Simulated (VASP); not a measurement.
# Ti4N3O (Pm-3m) in VASP: notebook

The runs below take Ti4N3O through single point, relaxation of cell and atoms, with PBE.

All numbers are computed with VASP 6.6.1; they aren't measurements. Logs are shortened: lines on timing, memory, paths and dates and some standing lists are left out, and cuts for length are marked.

### 1 The cell of the first run

The structure is cubic, space group Pm-3m (No. 221). Conventional cell: a = 4.254 Å, b = 4.254 Å, c = 4.254 Å, α = 90.00°, β = 90.00°, γ = 90.00°. Within 2.8 Å of Ti (site symmetry m-3m) lie 6 N at 2.13 Å. Ti (site symmetry 4/mmm) has 4 N at 2.13 Å and 2 O at 2.13 Å within 2.8 Å. N (site symmetry 4/mmm) has 6 Ti at 2.13 Å within 2.8 Å. O (site symmetry m-3m) has 6 Ti at 2.13 Å within 2.8 Å.

### 2 Single point, PBE

File INCAR:

```
SYSTEM = Ti4N3O
  PREC = Accurate
  ENCUT = 520
  EDIFF = 1E-7
  ISMEAR = 0
  SIGMA = 0.1
  LREAL = .FALSE.
  LASPH = .TRUE.
  NELM = 100
  ALGO = Normal
  ISIF = 2
  LWAVE = .FALSE.
  LCHARG = .FALSE.
  GGA = PE
  NBANDS = 44
```

File KPOINTS:

```
regular mesh
0
G
  10 10 10
  0 0 0
```

File POSCAR:

```
Ti4N3O
1.0
    4.2544999618      0.0000000000      0.0000000000
    0.0000000000      4.2544999618      0.0000000000
    0.0000000000      0.0000000000      4.2544999618
Ti N O
4 3 1
Direct
    0.0000000000      0.0000000000      0.0000000000
    0.5000000000      0.0000000000      0.5000000000
    0.0000000000      0.5000000000      0.5000000000
    0.5000000000      0.5000000000      0.0000000000
    0.0000000000      0.5000000000      0.0000000000
    0.5000000000      0.0000000000      0.0000000000
    0.0000000000      0.0000000000      0.5000000000
    0.5000000000      0.5000000000      0.5000000000
```

Potentials or basis: VASP PAW PBE potentials, release 64 (Ti_sv, N, O).

Started as:

```bash
> cat potpaw_PBE.64/Ti_sv/POTCAR potpaw_PBE.64/N/POTCAR potpaw_PBE.64/O/POTCAR > POTCAR
> mpirun -np 1 vasp_std > vasp.out
```

OUTCAR:

```text
SYSTEM = Ti4N3O
   PREC = Accurate
   ENCUT = 520
   EDIFF = 1E-7
   ISMEAR = 0
   LREAL = .FALSE.
   LASPH = .TRUE.
   NELM = 100
   ISIF = 2
   GGA = PE

 ion  position               nearest neighbor table
   1  0.000  0.000  0.000-   5 2.13   6 2.13   7 2.13   7 2.13   5 2.13   6 2.13
   2  0.500  0.000  0.500-   6 2.13   7 2.13   8 2.13   6 2.13   8 2.13   7 2.13
   3  0.000  0.500  0.500-   5 2.13   7 2.13   8 2.13   5 2.13   7 2.13   8 2.13
   4  0.500  0.500  0.000-   5 2.13   6 2.13   8 2.13   8 2.13   6 2.13   5 2.13
   5  0.000  0.500  0.000-   1 2.13   3 2.13   4 2.13   3 2.13   1 2.13   4 2.13
   6  0.500  0.000  0.000-   1 2.13   2 2.13   4 2.13   2 2.13   4 2.13   1 2.13
   7  0.000  0.000  0.500-   1 2.13   2 2.13   3 2.13   1 2.13   3 2.13   2 2.13
   8  0.500  0.500  0.500-   2 2.13   3 2.13   4 2.13   4 2.13   2 2.13   3 2.13

  LATTYP: Found a simple cubic cell.
 ALAT       =     4.2544999618

  Lattice vectors:

 A1 = (   4.2544999618,   0.0000000000,   0.0000000000)
 A2 = (   0.0000000000,   4.2544999618,   0.0000000000)
 A3 = (   0.0000000000,   0.0000000000,   4.2544999618)

Analysis of symmetry for initial positions (statically):
=====================================================================
 Subroutine PRICEL returns:
 Original cell was already a primitive cell.

 Routine SETGRP: Setting up the symmetry group for a
 simple cubic supercell.

 Subroutine GETGRP returns: Found 48 space group operations
 (whereof 48 operations were pure point group operations)
 out of a pool of 48 trial point group operations.

The static configuration has the point symmetry O_h .

Analysis of symmetry for dynamics (positions and initial velocities):
=====================================================================
 Subroutine PRICEL returns:
 Original cell was already a primitive cell.

 Routine SETGRP: Setting up the symmetry group for a
 simple cubic supercell.

 Subroutine GETGRP returns: Found 48 space group operations
 (whereof 48 operations were pure point group operations)
 out of a pool of 48 trial point group operations.

The dynamic configuration has the point symmetry O_h .

 Subroutine INISYM returns: Found 48 space group operations
 (whereof 48 operations are pure point group operations),
 and found     1 'primitive' translations

----------------------------------------------------------------------------------------

                                     Primitive cell

  volume of cell :      77.0097

  direct lattice vectors                    reciprocal lattice vectors
     4.254499962  0.000000000  0.000000000     0.235045248  0.000000000  0.000000000
     0.000000000  4.254499962  0.000000000     0.000000000  0.235045248  0.000000000
     0.000000000  0.000000000  4.254499962     0.000000000  0.000000000  0.235045248

  length of vectors
     4.254499962  4.254499962  4.254499962     0.235045248  0.235045248  0.235045248

  position of ions in fractional coordinates (direct lattice)
     0.000000000  0.000000000  0.000000000
     0.500000000  0.000000000  0.500000000
     0.000000000  0.500000000  0.500000000
     0.500000000  0.500000000  0.000000000
     0.000000000  0.500000000  0.000000000
     0.500000000  0.000000000  0.000000000
     0.000000000  0.000000000  0.500000000
     0.500000000  0.500000000  0.500000000

  ion indices of the primitive-cell ions
   primitive index   ion index
                 1           1
                 2           2
                 3           3
                 4           4
                 5           5
                 6           6
                 7           7
                 8           8

----------------------------------------------------------------------------------------

 KPOINTS: regular mesh

Automatic generation of k-mesh.
 Grid dimensions read from file:
 generate k-points for:   10   10   10

 Generating k-lattice:

  Cartesian coordinates                     Fractional coordinates (reciprocal lattice)
     0.023504525  0.000000000  0.000000000     0.100000000  0.000000000  0.000000000
     0.000000000  0.023504525  0.000000000     0.000000000  0.100000000  0.000000000
     0.000000000  0.000000000  0.023504525     0.000000000  0.000000000  0.100000000

  Length of vectors
     0.023504525  0.023504525  0.023504525

  Shift w.r.t. Gamma in fractional coordinates (k-lattice)
     0.000000000  0.000000000  0.000000000

 Subroutine IBZKPT returns following result:
 ===========================================

 Found     56 irreducible k-points:

 Following reciprocal coordinates:
            Coordinates               Weight
  0.000000  0.000000  0.000000      1.000000
  0.100000  0.000000  0.000000      6.000000
  0.200000  0.000000  0.000000      6.000000
  0.300000  0.000000  0.000000      6.000000
  0.400000  0.000000  0.000000      6.000000
  0.500000  0.000000  0.000000      3.000000
[... 16 lines left out ...]
  0.200000  0.100000  0.100000     24.000000
  0.300000  0.100000  0.100000     24.000000
 [... further k-points ...]
   k-points           NKPTS =     56   k-points in BZ     NKDIM =     56   number of bands    NBANDS=     44
   number of dos      NEDOS =    301   number of ions     NIONS =      8
   total plane-waves  NPLWV =  32768
   dimension x,y,z NGX =    32 NGY =   32 NGZ =   32
   dimension x,y,z NGXF=    64 NGYF=   64 NGZF=   64
   ions per type =               4   3   1
   NGX,Y,Z   is equivalent  to a cutoff of  12.50, 12.50, 12.50 a.u.
   NGXF,Y,Z  is equivalent  to a cutoff of  25.01, 25.01, 25.01 a.u.
 SYSTEM =  Ti4N3O
   PREC   = accura    normal or accurate (medium, high low for compatibility)
   ISTART =      0    job   : 0-new  1-cont  2-samecut
   ICHARG =      2    charge: 1-file 2-atom 10-const
   ISPIN  =      1    spin polarized calculation?
   LNONCOLLINEAR =      F non collinear calculations
   LSORBIT =      F    spin-orbit coupling
   LASPH  =      T    aspherical Exc in radial PAW
   ENCUT  =  520.0 eV  38.22 Ry    6.18 a.u.   7.91  7.91  7.91*2*pi/ulx,y,z
   NELM   =    100;   NELMIN=  2; NELMDL= -5     # of ELM steps
   EDIFF  = 0.1E-06   stopping-criterion for ELM
   LREAL  =      F    real-space projection
   EDIFFG = 0.1E-05   stopping-criterion for IOM
   NSW    =      0    number of steps for IOM
   IBRION =     -1    ionic relax: 0-MD 1-quasi-New 2-CG
   NFREE  =      0    steps in history (QN), initial steepest desc. (CG)
   ISIF   =      2    stress and relaxation
   ISYM   =      2    0-nonsym 1-usesym 2-fastsym
   POTIM  = 0.5000    time-step for ionic-motion
   TEBEG  =    0.0;   TEEND  =   0.0 temperature during run
   PSTRESS=    0.0 pullay stress
   NELECT =      69.0000    total number of electrons
   NUPDOWN=      -1.0000    fix difference up-down
   EMIN   =  10.00;   EMAX   =-10.00  energy-range for DOS
   EFERMI =   0.00;   METHOD = LEGACY
   ISMEAR =     0;   SIGMA  =   0.10  broadening in eV -4-tet -1-fermi 0-gaus
   EFERMI_NEDOS =   21; number of points for ismear=-14 and -15
   IALGO  =     38    algorithm
   IMIX   =      4    mixing-type and parameters
     AMIX     =   0.40;   BMIX     =  1.00
     AMIX_MAG =   1.60;   BMIX_MAG =  1.00
  volume/ion in A,a.u.               =       9.63        64.96
  Fermi-wavevector in a.u.,A,eV,Ry     =   1.578251  2.982461 33.890418  2.490875
  Thomas-Fermi vector in A             =   2.678810
   LORBIT       =      0    0 simple, 1 ext, 2 COOP (PROOUT), +10 PAW based schemes
   GGA     = PE    functional components
   LHFCALC =     F    Hartree Fock is set to
   AEXX    =    0.0000 exact exchange contribution
   IVDW    =     0    specifies the selected vdW correction
   LEPSILON=     F    determine dielectric tensor
   LRPA    =     F    only Hartree local field effects (RPA)
 non-spin polarized calculation
 Gauss-broadening in eV      SIGMA  =   0.10
  energy-cutoff  :      520.00
  volume of cell :       77.01
 maximum number of plane-waves:      2103
 NGX is ok and might be reduce to    32
   NGX = 15   NGY = 15   NGZ = 15

 number of electron      68.9999975 magnetization

 Free energy of the ion-electron system (eV)
  ---------------------------------------------------
  ext. energy  EPLUGINS =         0.00000000
  ---------------------------------------------------
  free energy    TOTEN  =       -76.42300119 eV

  energy without entropy =      -76.39573139  energy(sigma->0) =      -76.40936629

 E-fermi :  11.5194     XC(G=0): -12.9466

 val. band max:       11.5174700628   @ k =   0.2000   0.1000   0.1000
 cond. band min:      11.5216153135   @ k =   0.4000   0.3000   0.0000
 fundamental gap:      0.0041452507
 Fermi energy:        11.5193511358

 k-point     1 :       0.0000    0.0000    0.0000
  band No.  band energies     occupation
      1     -46.4343      2.00000
      2     -46.3247      2.00000
      3     -46.3247      2.00000
      4     -46.2370      2.00000
      5     -22.9599      2.00000
      6     -22.9599      2.00000
[... 36 lines left out ...]
     43      13.0828      0.00000
     44      13.4304      0.00000

 k-point     2 :       0.1000    0.0000    0.0000
  band No.  band energies     occupation
      1     -46.4315      2.00000
      2     -46.3267      2.00000
      3     -46.3246      2.00000
      4     -46.2377      2.00000
      5     -22.9527      2.00000
      6     -22.9527      2.00000
[... 36 lines left out ...]
     43      13.2963      0.00000
     44      13.5066      0.00000

 k-point     3 :       0.2000    0.0000    0.0000
  band No.  band energies     occupation
      1     -46.4233      2.00000
      2     -46.3328      2.00000
      3     -46.3245      2.00000
      4     -46.2395      2.00000
      5     -22.9322      2.00000
      6     -22.9322      2.00000
[... 36 lines left out ...]
     43      13.5271      0.00000
     44      13.6346      0.00000

 k-point     4 :       0.3000    0.0000    0.0000
  band No.  band energies     occupation
      1     -46.4110      2.00000
      2     -46.3429      2.00000
      3     -46.3244      2.00000
      4     -46.2417      2.00000
      5     -22.9016      2.00000
      6     -22.9016      2.00000
[... 882 lines left out ...]
     43      13.4567      0.00000
     44      13.6333      0.00000

 k-point    23 :       0.2000    0.1000    0.1000
  band No.  band energies     occupation
      1     -46.4183      2.00000
      2     -46.3333      2.00000
      3     -46.3275      2.00000
      4     -46.2409      2.00000
      5     -22.9540      2.00000
      6     -22.9126      2.00000
[... 36 lines left out ...]
     43      13.5133      0.00000
     44      13.6574      0.00000

 k-point    24 :       0.3000    0.1000    0.1000
  band No.  band energies     occupation
      1     -46.4066      2.00000
      2     -46.3427      2.00000
      3     -46.3274      2.00000
      4     -46.2431      2.00000
      5     -22.9440      2.00000
      6     -22.8843      2.00000
[... 36 lines left out ...]
     43      13.4434      0.00000
     44      13.6533      0.00000

 [... further k-points ...]

------------------------ aborting loop because EDIFF is reached ----------------------------------------

  FORCE on cell =-STRESS in cart. coord.  units (eV):
  Direction    XX          YY          ZZ          XY          YZ          ZX
  --------------------------------------------------------------------------------------
  -------------------------------------------------------------------------------------
  Total        0.2541822      0.2541822      0.2541822      0.0000000     -0.0000000      0.0000000
  in kB        5.2882285      5.2882285      5.2882285      0.0000000     -0.0000000      0.0000000
  external PRESSURE =       5.2882285 kB  Pullay stress =       0.0000000 kB

 VOLUME and BASIS-vectors are now :
 -----------------------------------------------------------------------------
  energy-cutoff  :      520.00
  volume of cell :       77.01
      direct lattice vectors                 reciprocal lattice vectors
     4.254499962  0.000000000  0.000000000     0.235045248  0.000000000  0.000000000
     0.000000000  4.254499962  0.000000000     0.000000000  0.235045248  0.000000000
     0.000000000  0.000000000  4.254499962     0.000000000  0.000000000  0.235045248

 POSITION                                       TOTAL-FORCE (eV/Angst)
 -----------------------------------------------------------------------------------
      0.00000      0.00000      0.00000         0.000000      0.000000      0.000000
      2.12725      0.00000      2.12725         0.000000      0.000000      0.000000
      0.00000      2.12725      2.12725         0.000000      0.000000      0.000000
      2.12725      2.12725      0.00000         0.000000      0.000000      0.000000
      0.00000      2.12725      0.00000         0.000000      0.000000      0.000000
      2.12725      0.00000      0.00000         0.000000      0.000000      0.000000
      0.00000      0.00000      2.12725         0.000000      0.000000      0.000000
      2.12725      2.12725      2.12725         0.000000      0.000000      0.000000
 -----------------------------------------------------------------------------------
    total drift:                                0.000000     -0.000000     -0.000000

  FREE ENERGIE OF THE ION-ELECTRON SYSTEM (eV)
  ---------------------------------------------------
  free  energy   TOTEN  =       -76.4230011907 eV

  energy  without entropy=      -76.3957313928  energy(sigma->0) =      -76.40936629
```

Wall time 5 min (1 thread of Intel Xeon 8259CL, shared host); peak memory 0.28 GiB.

What came out:

- Free energy: -76.4230 eV
- Pressure: 0.5 GPa
- Band gap on the k mesh: zero (an odd number of electrons rules out a gap without spin polarisation)

Caveat: an odd number of electrons without spin polarisation forces a metal; a magnetic or distorted state may lie lower.

(Continued in part 2 of 2.)
